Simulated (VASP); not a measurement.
# Ti (Fmmm) in VASP: single point with PBEsol

Aim: the single point of Ti with PBEsol.

All numbers are computed with VASP 6.6.1; they aren't measurements. Logs are shortened: lines on timing, memory, paths and dates and some standing lists are left out, and cuts for length are marked.

### 1 The cell of the first run

Symmetry: Fmmm, No. 69, orthorhombic system. Conventional cell: a = 3.693 Å, b = 4.001 Å, c = 9.641 Å, α = 90.00°, β = 90.00°, γ = 90.00°. Within 3.5 Å of Ti (site symmetry mm2) lie 9 Ti at 2.68 to 2.87 Å.

### 2 Single point, PBEsol

The input, INCAR:

```
PREC = Accurate ; ENCUT = 520
EDIFF = 1E-6 ; ISMEAR = 0
SIGMA = 0.1 ; LREAL = F
LASPH = T ; NELM = 100
ALGO = Fast ; ISIF = 2
LWAVE = F ; LCHARG = T
GGA = PS ; LELF = T
LVHAR = T ; NBANDS = 19
```

The input, KPOINTS:

```
regular mesh
0
Gamma
  22 22 22
```

The input, POSCAR:

```
Ti
1.0
    0.0000000000      2.0004139939      4.8203511460
    1.8467256866      0.0000000000      4.8203511460
    1.8467256866      2.0004139939      0.0000000000
Ti
2
Direct
    0.8510638253      0.8510638253      0.1489361747
    0.1489361747      0.1489361747      0.8510638253
```

Potentials or basis: VASP PAW PBE potentials, release 64 (Ti_sv).

Launch:

```console
$ cat potpaw_PBE.64/Ti_sv/POTCAR > POTCAR
$ mpirun -np 1 vasp_std > vasp.out
```

OUTCAR:

```text
PREC = Accurate
   ENCUT = 520
   EDIFF = 1E-6
   ISMEAR = 0
   LREAL = F
   LASPH = T
   NELM = 100
   ISIF = 2
   GGA = PS

 ion  position               nearest neighbor table
   1  0.851  0.851  0.149-   2 2.68   2 2.68   2 2.79   2 2.79   2 2.87
   2  0.149  0.149  0.851-   1 2.68   1 2.68   1 2.79   1 2.79   1 2.87

  LATTYP: Found a face centered orthorhombic cell.
 ALAT       =     3.6934513732
 B/A-ratio  =     1.0832220553
 C/A-ratio  =     2.6102150314

  Lattice vectors:

 A1 = (   0.0000000000,   2.0004139939,   4.8203511460)
 A2 = (   1.8467256866,   0.0000000000,   4.8203511460)
 A3 = (   1.8467256866,   2.0004139939,   0.0000000000)

Analysis of symmetry for initial positions (statically):
=====================================================================
 Subroutine PRICEL returns:
 Original cell was already a primitive cell.

 Routine SETGRP: Setting up the symmetry group for a
 face centered orthorhombic supercell.

 Subroutine GETGRP returns: Found  8 space group operations
 (whereof  8 operations were pure point group operations)
 out of a pool of  8 trial point group operations.

The static configuration has the point symmetry D_2h.

Analysis of symmetry for dynamics (positions and initial velocities):
=====================================================================
 Subroutine PRICEL returns:
 Original cell was already a primitive cell.

 Routine SETGRP: Setting up the symmetry group for a
 face centered orthorhombic supercell.

 Subroutine GETGRP returns: Found  8 space group operations
 (whereof  8 operations were pure point group operations)
 out of a pool of  8 trial point group operations.

The dynamic configuration has the point symmetry D_2h.

 Subroutine INISYM returns: Found  8 space group operations
 (whereof  8 operations are pure point group operations),
 and found     1 'primitive' translations

----------------------------------------------------------------------------------------

                                     Primitive cell

  volume of cell :      35.6148

  direct lattice vectors                    reciprocal lattice vectors
     0.000000000  2.000413994  4.820351146    -0.270749470  0.249948261  0.103726883
     1.846725687  0.000000000  4.820351146     0.270749470 -0.249948261  0.103726883
     1.846725687  2.000413994  0.000000000     0.270749470  0.249948261 -0.103726883

  length of vectors
     5.218950212  5.161993891  2.722508385     0.382803703  0.382803703  0.382803703

  position of ions in fractional coordinates (direct lattice)
     0.851063825  0.851063825  0.148936175
     0.148936175  0.148936175  0.851063825

  ion indices of the primitive-cell ions
   primitive index   ion index
                 1           1
                 2           2

----------------------------------------------------------------------------------------

 KPOINTS: regular mesh

Automatic generation of k-mesh.
 Grid dimensions read from file:
 generate k-points for:   22   22   22

 Generating k-lattice:

  Cartesian coordinates                     Fractional coordinates (reciprocal lattice)
    -0.012306794  0.011361285  0.004714858     0.045454545  0.000000000  0.000000000
     0.012306794 -0.011361285  0.004714858     0.000000000  0.045454545  0.000000000
     0.012306794  0.011361285 -0.004714858    -0.000000000 -0.000000000  0.045454545

  Length of vectors
     0.017400168  0.017400168  0.017400168

  Shift w.r.t. Gamma in fractional coordinates (k-lattice)
     0.000000000  0.000000000  0.000000000

 Subroutine IBZKPT returns following result:
 ===========================================

 Found   1530 irreducible k-points:

 Following reciprocal coordinates:
            Coordinates               Weight
  0.000000  0.000000  0.000000      1.000000
  0.045455 -0.000000  0.000000      8.000000
  0.090909 -0.000000  0.000000      8.000000
  0.136364  0.000000  0.000000      8.000000
  0.181818  0.000000  0.000000      8.000000
  0.227273  0.000000  0.000000      8.000000
[... 16 lines left out ...]
  0.500000  0.045455  0.000000      8.000000
 -0.454545  0.045455 -0.000000      8.000000
 [... further k-points ...]
   k-points           NKPTS =   1530   k-points in BZ     NKDIM =   1530   number of bands    NBANDS=     19
   number of dos      NEDOS =    301   number of ions     NIONS =      2
   total plane-waves  NPLWV =  32000
   dimension x,y,z NGX =    40 NGY =   40 NGZ =   20
   dimension x,y,z NGXF=    80 NGYF=   80 NGZF=   40
   ions per type =               2
   NGX,Y,Z   is equivalent  to a cutoff of  12.74, 12.88, 12.21 a.u.
   NGXF,Y,Z  is equivalent  to a cutoff of  25.48, 25.76, 24.43 a.u.
 SYSTEM =  unknown system
   PREC   = accura    normal or accurate (medium, high low for compatibility)
   ISTART =      0    job   : 0-new  1-cont  2-samecut
   ICHARG =      2    charge: 1-file 2-atom 10-const
   ISPIN  =      1    spin polarized calculation?
   LNONCOLLINEAR =      F non collinear calculations
   LSORBIT =      F    spin-orbit coupling
   LASPH  =      T    aspherical Exc in radial PAW
   ENCUT  =  520.0 eV  38.22 Ry    6.18 a.u.   9.70  9.60  5.06*2*pi/ulx,y,z
   NELM   =    100;   NELMIN=  2; NELMDL= -5     # of ELM steps
   EDIFF  = 0.1E-05   stopping-criterion for ELM
   LREAL  =      F    real-space projection
   EDIFFG = 0.1E-04   stopping-criterion for IOM
   NSW    =      0    number of steps for IOM
   IBRION =     -1    ionic relax: 0-MD 1-quasi-New 2-CG
   NFREE  =      0    steps in history (QN), initial steepest desc. (CG)
   ISIF   =      2    stress and relaxation
   ISYM   =      2    0-nonsym 1-usesym 2-fastsym
   POTIM  = 0.5000    time-step for ionic-motion
   TEBEG  =    0.0;   TEEND  =   0.0 temperature during run
   PSTRESS=    0.0 pullay stress
   NELECT =      24.0000    total number of electrons
   NUPDOWN=      -1.0000    fix difference up-down
   EMIN   =  10.00;   EMAX   =-10.00  energy-range for DOS
   EFERMI =   0.00;   METHOD = LEGACY
   ISMEAR =     0;   SIGMA  =   0.10  broadening in eV -4-tet -1-fermi 0-gaus
   EFERMI_NEDOS =   21; number of points for ismear=-14 and -15
   IALGO  =     68    algorithm
   IMIX   =      4    mixing-type and parameters
     AMIX     =   0.40;   BMIX     =  1.00
     AMIX_MAG =   1.60;   BMIX_MAG =  1.00
  volume/ion in A,a.u.               =      17.81       120.17
  Fermi-wavevector in a.u.,A,eV,Ry     =   1.435274  2.712275 28.028172  2.060013
  Thomas-Fermi vector in A             =   2.554591
   LORBIT       =      0    0 simple, 1 ext, 2 COOP (PROOUT), +10 PAW based schemes
   GGA     = PS    functional components
   LHFCALC =     F    Hartree Fock is set to
   AEXX    =    0.0000 exact exchange contribution
   IVDW    =     0    specifies the selected vdW correction
   LEPSILON=     F    determine dielectric tensor
   LRPA    =     F    only Hartree local field effects (RPA)
 non-spin polarized calculation
 RMM-DIIS sequential band-by-band and
 Gauss-broadening in eV      SIGMA  =   0.10
  energy-cutoff  :      520.00
  volume of cell :       35.61
 maximum number of plane-waves:       988
   NGX = 19   NGY = 19   NGZ = 11

 number of electron      24.0000000 magnetization

 Free energy of the ion-electron system (eV)
  ---------------------------------------------------
  ext. energy  EPLUGINS =         0.00000000
  ---------------------------------------------------
  free energy    TOTEN  =       -16.23208590 eV

  energy without entropy =      -16.22616409  energy(sigma->0) =      -16.22912499

 E-fermi :   7.7713     XC(G=0): -11.3957

 val. band max:        7.7707766439   @ k =   0.1364  -0.2727   0.0455
 cond. band min:       7.7732490562   @ k =  -0.1818   0.2273   0.0909
 fundamental gap:      0.0024724124
 Fermi energy:         7.7712888832

 k-point     1 :       0.0000    0.0000    0.0000
  band No.  band energies     occupation
      1     -48.6489      2.00000
      2     -48.4578      2.00000
      3     -25.2752      2.00000
      4     -24.7037      2.00000
      5     -24.6219      2.00000
      6     -24.5044      2.00000
[... 11 lines left out ...]
     18      10.9880      0.00000
     19      11.0543      0.00000

 k-point     2 :       0.0455   -0.0000    0.0000
  band No.  band energies     occupation
      1     -48.6462      2.00000
      2     -48.4570      2.00000
      3     -25.2715      2.00000
      4     -24.7134      2.00000
      5     -24.6294      2.00000
      6     -24.5008      2.00000
[... 11 lines left out ...]
     18      11.0924      0.00000
     19      11.2135      0.00000

 k-point     3 :       0.0909   -0.0000    0.0000
  band No.  band energies     occupation
      1     -48.6382      2.00000
      2     -48.4546      2.00000
      3     -25.2611      2.00000
      4     -24.7496      2.00000
      5     -24.6380      2.00000
      6     -24.5386      2.00000
[... 11 lines left out ...]
     18      11.1962      0.00000
     19      11.6267      0.00000

 k-point     4 :       0.1364    0.0000    0.0000
  band No.  band energies     occupation
      1     -48.6253      2.00000
      2     -48.4510      2.00000
      3     -25.2456      2.00000
      4     -24.8136      2.00000
      5     -24.6366      2.00000
      6     -24.5972      2.00000
[... 11 lines left out ...]
     18      11.2675      0.00000
     19      11.4397      0.00000

 k-point     5 :       0.1818    0.0000    0.0000
  band No.  band energies     occupation
      1     -48.6084      2.00000
      2     -48.4467      2.00000
      3     -25.2285      2.00000
      4     -24.8954      2.00000
      5     -24.6680      2.00000
      6     -24.6285      2.00000
[... 11 lines left out ...]
     18      11.2612      0.00000
     19      11.3770      0.00000
[... 334 lines left out ...]
      2     -48.4413      2.00000
      3     -25.2648      2.00000
      4     -25.2381      2.00000
      5     -24.8163      2.00000
      6     -24.6041      2.00000
[... 11 lines left out ...]
     18      10.9561      0.00000
     19      11.4795      0.00000

 k-point    22 :       0.4545    0.0455    0.0000
  band No.  band energies     occupation
      1     -48.4980      2.00000
      2     -48.4449      2.00000
      3     -25.3090      2.00000
      4     -25.2895      2.00000
      5     -24.8016      2.00000
      6     -24.6197      2.00000
[... 11 lines left out ...]
     18      10.9617      0.00000
     19      11.4569      0.00000

 k-point    23 :       0.5000    0.0455    0.0000
  band No.  band energies     occupation
      1     -48.4819      2.00000
      2     -48.4504      2.00000
      3     -25.3408      2.00000
      4     -25.3217      2.00000
      5     -24.7872      2.00000
      6     -24.6334      2.00000
[... 11 lines left out ...]
     18      10.9807      0.00000
     19      11.4279      0.00000

 k-point    24 :      -0.4545    0.0455   -0.0000
  band No.  band energies     occupation
      1     -48.4763      2.00000
      2     -48.4523      2.00000
      3     -25.3519      2.00000
      4     -25.3331      2.00000
      5     -24.7870      2.00000
      6     -24.6332      2.00000
[... 11 lines left out ...]
     18      11.0331      0.00000
     19      11.4003      0.00000

 [... further k-points ...]

------------------------ aborting loop because EDIFF is reached ----------------------------------------

  FORCE on cell =-STRESS in cart. coord.  units (eV):
  Direction    XX          YY          ZZ          XY          YZ          ZX
  --------------------------------------------------------------------------------------
  -------------------------------------------------------------------------------------
  Total       -0.1551214     -0.1575170     -0.1818302     -0.0000000      0.0000000      0.0000000
  in kB       -6.9783266     -7.0860987     -8.1798573     -0.0000000      0.0000000      0.0000000
  external PRESSURE =      -7.4147609 kB  Pullay stress =       0.0000000 kB

 VOLUME and BASIS-vectors are now :
 -----------------------------------------------------------------------------
  energy-cutoff  :      520.00
  volume of cell :       35.61
      direct lattice vectors                 reciprocal lattice vectors
     0.000000000  2.000413994  4.820351146    -0.270749470  0.249948261  0.103726883
     1.846725687  0.000000000  4.820351146     0.270749470 -0.249948261  0.103726883
     1.846725687  2.000413994  0.000000000     0.270749470  0.249948261 -0.103726883

 POSITION                                       TOTAL-FORCE (eV/Angst)
 -----------------------------------------------------------------------------------
      1.84673      2.00041      8.20485         0.000000      0.000000     -0.019567
      1.84673      2.00041      1.43585         0.000000      0.000000      0.019567
 -----------------------------------------------------------------------------------
    total drift:                                0.000000      0.000000      0.000000

  FREE ENERGIE OF THE ION-ELECTRON SYSTEM (eV)
  ---------------------------------------------------
  free  energy   TOTEN  =       -16.2320859031 eV

  energy  without entropy=      -16.2261640853  energy(sigma->0) =      -16.22912499
```

Wall time 36 min (1 thread of Intel Xeon 6975P-C (Granite Rapids), shared host); peak memory 0.9 GiB.

Results:

| Quantity | Value |
| --- | --- |
| Free energy | -16.2321 eV |
| Pressure | -0.7 GPa |
| Largest force | 0.020 eV/Å |
| Band gap on the k mesh | zero (bands 12 and 13 overlap by 0.85 eV) |

Forces on the atoms (eV/Å):
```
Ti   0.000  0.000 -0.020
Ti   0.000  0.000  0.020
```

Caveat: the PAW data sets were made with another functional, which shifts forces and pressure a little.
